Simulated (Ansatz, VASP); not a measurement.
**TiO2: VASP beside Ansatz**

```
Ti O
1.0
     4.60486    0.00000    0.00000
     0.00000    4.60486    0.00000
     0.00000    0.00000    2.93926
Ti O
2 4
Cartesian
  0.0000 0.0000 0.0346
  2.3024 2.3024 1.5042
  1.4049 1.4049 -0.0518
  0.8975 3.7074 1.4179
  3.1999 3.1999 -0.0518
  3.7074 0.8975 1.4179
```

Change from the starting cell: mode 1 frozen in at -0.052 Å, equal normal strain along x, y and z -0.0083.

Alike in both runs: task single point; functional PBE; k mesh 6 × 6 × 10; occupations gaussian, width 0.05 eV; no spin polarisation.

|  | VASP | Ansatz |
| --- | --- | --- |
| version | VASP 6.6.1 | Ansatz 0.2.0 |
| potentials or method | VASP PAW PBE potentials, release 64 (Ti_sv, O), cutoff 520 eV | scalar-relativistic, plane waves, PAW |
| valence electrons in the cell | 48 | 48 |

Ansatz gave:

```
gap on the k mesh at the Fermi level (eV)                     : 2.07
least direct gap on the mesh (eV)                             : 2.15
pressure (GPa)                                                : 7.1
traceless stress, the component that is largest in VASP (GPa) : 1.45
rms of the force components (eV/Å)                            : 0.115
```

Q: Which values does VASP return?

A: gap on the k mesh at the Fermi level (eV): 2.04; least direct gap on the mesh (eV): 2.12; pressure (GPa): 7.8; traceless stress, the component that is largest in VASP (GPa): 1.70; rms of the force components (eV/Å): 0.135.

Atom by atom the forces differ by 0.022 eV/Å (rms over components). With one functional, cell and mesh, what is left measures potentials, basis and numerics.
